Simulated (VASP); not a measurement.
# Ge (Fd-3m) in VASP: relaxation of cell and atoms with PBEsol

Aim: the relaxation of cell and atoms of Ge with PBEsol.

All numbers are computed with VASP 6.6.1; they aren't measurements. Logs are shortened: lines on timing, memory, paths and dates and some standing lists are left out, and cuts for length are marked.

**1. The cell of the first run**

The structure is cubic, space group Fd-3m (No. 227). The conventional cell has a = 5.658 Å, b = 5.658 Å, c = 5.658 Å, α = 90.00°, β = 90.00°, γ = 90.00°. Ge (site symmetry -43m) has 4 Ge at 2.45 Å within 3.2 Å.

**2. Relaxation of cell and atoms, PBEsol**

Contents of INCAR:

```
SYSTEM = Ge
PREC = Accurate
ENCUT = 600
EDIFF = 1E-7
ISMEAR = 0
SIGMA = 0.1
LREAL = .FALSE.
LASPH = .TRUE.
NELM = 80
ALGO = Normal
ISIF = 3
LWAVE = .FALSE.
LCHARG = .FALSE.
GGA = PS
IBRION = 2
NSW = 100
EDIFFG = -0.005
```

Contents of KPOINTS:

```
Automatic mesh
0
G
  14 14 14
  0 0 0
```

Contents of POSCAR:

```
Ge
1.0
    0.0000000000      2.8289100000      2.8289100000
    2.8289100000      0.0000000000      2.8289100000
    2.8289100000      2.8289100000      0.0000000000
Ge
2
Direct
    0.0000000000      0.0000000000      0.0000000000
    0.2500000000      0.2500000000      0.2500000000
```

Potentials or basis: VASP PAW PBE potentials, release 64 (Ge_d).

Run with:

```
> cat potpaw_PBE.64/Ge_d/POTCAR > POTCAR
> mpirun -np 1 vasp_std > vasp.out
```

OUTCAR:

```text
SYSTEM = Ge
   PREC = Accurate
   ENCUT = 600
   EDIFF = 1E-7
   ISMEAR = 0
   LREAL = .FALSE.
   LASPH = .TRUE.
   NELM = 80
   ISIF = 3
   GGA = PS
   IBRION = 2
   NSW = 100
   EDIFFG = -0.005

 ion  position               nearest neighbor table
   1  0.000  0.000  0.000-   2 2.45   2 2.45   2 2.45   2 2.45
   2  0.250  0.250  0.250-   1 2.45   1 2.45   1 2.45   1 2.45

  LATTYP: Found a face centered cubic cell.
 ALAT       =     5.6578200000

  Lattice vectors:

 A1 = (   0.0000000000,   2.8289100000,   2.8289100000)
 A2 = (   2.8289100000,   0.0000000000,   2.8289100000)
 A3 = (   2.8289100000,   2.8289100000,   0.0000000000)

Analysis of symmetry for initial positions (statically):
=====================================================================
 Subroutine PRICEL returns:
 Original cell was already a primitive cell.

 Routine SETGRP: Setting up the symmetry group for a
 face centered cubic supercell.

 Subroutine GETGRP returns: Found 48 space group operations
 (whereof 24 operations were pure point group operations)
 out of a pool of 48 trial point group operations.

The static configuration has the point symmetry T_d .
 The point group associated with its full space group is O_h .

Analysis of symmetry for dynamics (positions and initial velocities):
=====================================================================
 Subroutine PRICEL returns:
 Original cell was already a primitive cell.

 Routine SETGRP: Setting up the symmetry group for a
 face centered cubic supercell.

 Subroutine GETGRP returns: Found 48 space group operations
 (whereof 24 operations were pure point group operations)
 out of a pool of 48 trial point group operations.

The dynamic configuration has the point symmetry T_d .
 The point group associated with its full space group is O_h .

 Subroutine INISYM returns: Found 48 space group operations
 (whereof 24 operations are pure point group operations),
 and found     1 'primitive' translations

----------------------------------------------------------------------------------------

                                     Primitive cell

  volume of cell :      45.2780

  direct lattice vectors                    reciprocal lattice vectors
     0.000000000  2.828910000  2.828910000    -0.176746521  0.176746521  0.176746521
     2.828910000  0.000000000  2.828910000     0.176746521 -0.176746521  0.176746521
     2.828910000  2.828910000  0.000000000     0.176746521  0.176746521 -0.176746521

  length of vectors
     4.000682889  4.000682889  4.000682889     0.306133954  0.306133954  0.306133954

  position of ions in fractional coordinates (direct lattice)
     0.000000000  0.000000000  0.000000000
     0.250000000  0.250000000  0.250000000

  ion indices of the primitive-cell ions
   primitive index   ion index
                 1           1
                 2           2

----------------------------------------------------------------------------------------

 KPOINTS: Automatic mesh

Automatic generation of k-mesh.
 Grid dimensions read from file:
 generate k-points for:   14   14   14

 Generating k-lattice:

  Cartesian coordinates                     Fractional coordinates (reciprocal lattice)
    -0.012624751  0.012624751  0.012624751     0.071428571  0.000000000  0.000000000
     0.012624751 -0.012624751  0.012624751     0.000000000  0.071428571  0.000000000
     0.012624751  0.012624751 -0.012624751     0.000000000  0.000000000  0.071428571

  Length of vectors
     0.021866711  0.021866711  0.021866711

  Shift w.r.t. Gamma in fractional coordinates (k-lattice)
     0.000000000  0.000000000  0.000000000

 Subroutine IBZKPT returns following result:
 ===========================================

 Found    104 irreducible k-points:

 Following reciprocal coordinates:
            Coordinates               Weight
  0.000000  0.000000  0.000000      1.000000
  0.071429  0.000000  0.000000      8.000000
  0.142857  0.000000  0.000000      8.000000
  0.214286  0.000000  0.000000      8.000000
  0.285714  0.000000  0.000000      8.000000
  0.357143  0.000000  0.000000      8.000000
[... 16 lines left out ...]
  0.214286  0.142857  0.000000     24.000000
  0.285714  0.142857  0.000000     24.000000
 [... further k-points ...]
   k-points           NKPTS =    104   k-points in BZ     NKDIM =    104   number of bands    NBANDS=     18
   number of dos      NEDOS =    301   number of ions     NIONS =      2
   total plane-waves  NPLWV =  32768
   dimension x,y,z NGX =    32 NGY =   32 NGZ =   32
   dimension x,y,z NGXF=    64 NGYF=   64 NGZF=   64
   ions per type =               2
   NGX,Y,Z   is equivalent  to a cutoff of  13.30, 13.30, 13.30 a.u.
   NGXF,Y,Z  is equivalent  to a cutoff of  26.59, 26.59, 26.59 a.u.
 SYSTEM =  Ge
   PREC   = accura    normal or accurate (medium, high low for compatibility)
   ISTART =      0    job   : 0-new  1-cont  2-samecut
   ICHARG =      2    charge: 1-file 2-atom 10-const
   ISPIN  =      1    spin polarized calculation?
   LNONCOLLINEAR =      F non collinear calculations
   LSORBIT =      F    spin-orbit coupling
   LASPH  =      T    aspherical Exc in radial PAW
   ENCUT  =  600.0 eV  44.10 Ry    6.64 a.u.   7.99  7.99  7.99*2*pi/ulx,y,z
   NELM   =     80;   NELMIN=  2; NELMDL= -5     # of ELM steps
   EDIFF  = 0.1E-06   stopping-criterion for ELM
   LREAL  =      F    real-space projection
   EDIFFG = -.5E-02   stopping-criterion for IOM
   NSW    =    100    number of steps for IOM
   IBRION =      2    ionic relax: 0-MD 1-quasi-New 2-CG
   NFREE  =      1    steps in history (QN), initial steepest desc. (CG)
   ISIF   =      3    stress and relaxation
   ISYM   =      2    0-nonsym 1-usesym 2-fastsym
   POTIM  = 0.5000    time-step for ionic-motion
   TEBEG  =    0.0;   TEEND  =   0.0 temperature during run
   PSTRESS=    0.0 pullay stress
   NELECT =      28.0000    total number of electrons
   NUPDOWN=      -1.0000    fix difference up-down
   EMIN   =  10.00;   EMAX   =-10.00  energy-range for DOS
   EFERMI =   0.00;   METHOD = LEGACY
   ISMEAR =     0;   SIGMA  =   0.10  broadening in eV -4-tet -1-fermi 0-gaus
   EFERMI_NEDOS =   21; number of points for ismear=-14 and -15
   IALGO  =     38    algorithm
   IMIX   =      4    mixing-type and parameters
     AMIX     =   0.40;   BMIX     =  1.00
     AMIX_MAG =   1.60;   BMIX_MAG =  1.00
  volume/ion in A,a.u.               =      22.64       152.78
  Fermi-wavevector in a.u.,A,eV,Ry     =   1.394756  2.635708 26.468033  1.945346
  Thomas-Fermi vector in A             =   2.518275
   LORBIT       =      0    0 simple, 1 ext, 2 COOP (PROOUT), +10 PAW based schemes
   GGA     = PS    functional components
   LHFCALC =     F    Hartree Fock is set to
   AEXX    =    0.0000 exact exchange contribution
   IVDW    =     0    specifies the selected vdW correction
   LEPSILON=     F    determine dielectric tensor
   LRPA    =     F    only Hartree local field effects (RPA)
 conjugate gradient relaxation of ions
 non-spin polarized calculation
 Gauss-broadening in eV      SIGMA  =   0.10
  energy-cutoff  :      600.00
  volume of cell :       45.28
 maximum number of plane-waves:      1526
   NGX = 15   NGY = 15   NGZ = 15

--------------------------------------- Ionic step        1  -------------------------------------------

 number of electron      28.0000013 magnetization

 Free energy of the ion-electron system (eV)
  ---------------------------------------------------
  ext. energy  EPLUGINS =         0.00000000
  ---------------------------------------------------
  free energy    TOTEN  =        -9.87396686 eV

  energy without entropy =       -9.87377845  energy(sigma->0) =       -9.87387266

------------------------ aborting loop because EDIFF is reached ----------------------------------------

  FORCE on cell =-STRESS in cart. coord.  units (eV):
  Direction    XX          YY          ZZ          XY          YZ          ZX
  --------------------------------------------------------------------------------------
  -------------------------------------------------------------------------------------
  Total        0.1648337      0.1648337      0.1648337     -0.0000000      0.0000000     -0.0000000
  in kB        5.8326927      5.8326927      5.8326927     -0.0000000      0.0000000     -0.0000000
  external PRESSURE =       5.8326927 kB  Pullay stress =       0.0000000 kB

 VOLUME and BASIS-vectors are now :
 -----------------------------------------------------------------------------
  energy-cutoff  :      600.00
  volume of cell :       45.28
      direct lattice vectors                 reciprocal lattice vectors
     0.000000000  2.828910000  2.828910000    -0.176746521  0.176746521  0.176746521
     2.828910000  0.000000000  2.828910000     0.176746521 -0.176746521  0.176746521
     2.828910000  2.828910000  0.000000000     0.176746521  0.176746521 -0.176746521
[... 73 lines left out ...]
 POSITION                                       TOTAL-FORCE (eV/Angst)
 -----------------------------------------------------------------------------------
      0.00000      0.00000      0.00000         0.000000      0.000000      0.000000
      1.41888      1.41888      1.41888        -0.000000     -0.000000     -0.000000
 -----------------------------------------------------------------------------------
    total drift:                               -0.000000      0.000000      0.000000

  FREE ENERGIE OF THE ION-ELECTRON SYSTEM (eV)
  ---------------------------------------------------
  free  energy   TOTEN  =        -9.8747166244 eV

  energy  without entropy=       -9.8744834393  energy(sigma->0) =       -9.87460003

--------------------------------------- Ionic step        4  -------------------------------------------

 number of electron      28.0000019 magnetization

 Free energy of the ion-electron system (eV)
  ---------------------------------------------------
  ext. energy  EPLUGINS =         0.00000000
  ---------------------------------------------------
  free energy    TOTEN  =        -9.87471787 eV

  energy without entropy =       -9.87448948  energy(sigma->0) =       -9.87460367

 E-fermi :   4.7981     XC(G=0): -10.0887

 val. band max:        4.7789217538   @ k =   0.0000   0.0000   0.0000
 cond. band min:       4.8760467226   @ k =   0.5000   0.0000   0.0000
 fundamental gap:      0.0971249688
 Fermi energy:         4.7980818865

 k-point     1 :       0.0000    0.0000    0.0000
  band No.  band energies     occupation
      1     -19.9723      2.00000
      2     -19.9723      2.00000
      3     -19.9723      2.00000
      4     -19.9363      2.00000
      5     -19.9363      2.00000
      6     -19.7288      2.00000
[... 10 lines left out ...]
     17       7.3077      0.00000
     18       7.3077      0.00000
[... 463 lines left out ...]
 k-point    24 :       0.2857    0.1429    0.0000
  band No.  band energies     occupation
      1     -19.9967      2.00000
      2     -19.9885      2.00000
      3     -19.9666      2.00000
      4     -19.9084      2.00000
      5     -19.8852      2.00000
      6     -19.7921      2.00000
[... 10 lines left out ...]
     17       9.6395      0.00000
     18       9.6469      0.00000

 [... further k-points ...]

------------------------ aborting loop because EDIFF is reached ----------------------------------------

  FORCE on cell =-STRESS in cart. coord.  units (eV):
  Direction    XX          YY          ZZ          XY          YZ          ZX
  --------------------------------------------------------------------------------------
  -------------------------------------------------------------------------------------
  Total        0.0079032      0.0079032      0.0079032      0.0000000      0.0000000      0.0000000
  in kB        0.2773027      0.2773027      0.2773027      0.0000000      0.0000000      0.0000000
  external PRESSURE =       0.2773027 kB  Pullay stress =       0.0000000 kB

 VOLUME and BASIS-vectors are now :
 -----------------------------------------------------------------------------
  energy-cutoff  :      600.00
  volume of cell :       45.66
      direct lattice vectors                 reciprocal lattice vectors
    -0.000000000  2.836899679  2.836899679    -0.176248742  0.176248742  0.176248742
     2.836899679  0.000000000  2.836899679     0.176248742 -0.176248742  0.176248742
     2.836899679  2.836899679  0.000000000     0.176248742  0.176248742 -0.176248742

 POSITION                                       TOTAL-FORCE (eV/Angst)
 -----------------------------------------------------------------------------------
      0.00000      0.00000      0.00000         0.000000      0.000000      0.000000
      1.41845      1.41845      1.41845        -0.000000     -0.000000     -0.000000
 -----------------------------------------------------------------------------------
    total drift:                               -0.000000      0.000000      0.000000

  FREE ENERGIE OF THE ION-ELECTRON SYSTEM (eV)
  ---------------------------------------------------
  free  energy   TOTEN  =        -9.8747178680 eV

  energy  without entropy=       -9.8744894804  energy(sigma->0) =       -9.87460367

 reached required accuracy - stopping structural energy minimisation
```

Wall time 99 s (1 thread of Intel Xeon Platinum 8488C (Sapphire Rapids), shared host); peak memory 0.23 GiB.

What came out:

* Free energy: -9.8747 eV
* Relaxed volume: 22.83 Å³/atom
* Relaxed cell: a = 4.012 Å, b = 4.012 Å, c = 4.012 Å, α = 60.00°, β = 60.00°, γ = 60.00°
* Space group after relaxing (to 0.1 Å): Fd-3m (No. 227)
* Energy gained by relaxing: 0.4 meV/atom
* Ionic steps: 4
* Pressure after relaxing: 0.0 GPa
* Band gap on the k mesh: zero (filled and empty bands touch)

The path:
| step | energy change (eV) | largest force (eV/Å) | pressure (GPa) | volume (Å³) |
| --- | --- | --- | --- | --- |
| 1 | 0.0000 | 0.0000 | 0.58 | 45.28 |
| 2 | -0.0007 | 0.0000 | -0.10 | 45.82 |
| 3 | -0.0007 | 0.0000 | -0.06 | 45.70 |
| 4 | -0.0008 | 0.0000 | 0.03 | 45.66 |

Final structure:
```
Ge
1.0
     0.00000    2.83690    2.83690
     2.83690    0.00000    2.83690
     2.83690    2.83690    0.00000
Ge
2
Cartesian
  0.0000 0.0000 0.0000
  1.4184 1.4184 1.4184
```

Caveat: semilocal functionals underestimate gaps, and a narrow one can read as zero; the PAW data sets were made with another functional, which shifts forces and pressure a little. Zero-point motion and thermal expansion aren't in these numbers.

The gap in the log of VASP goes by the Fermi energy; the results here count the filled bands.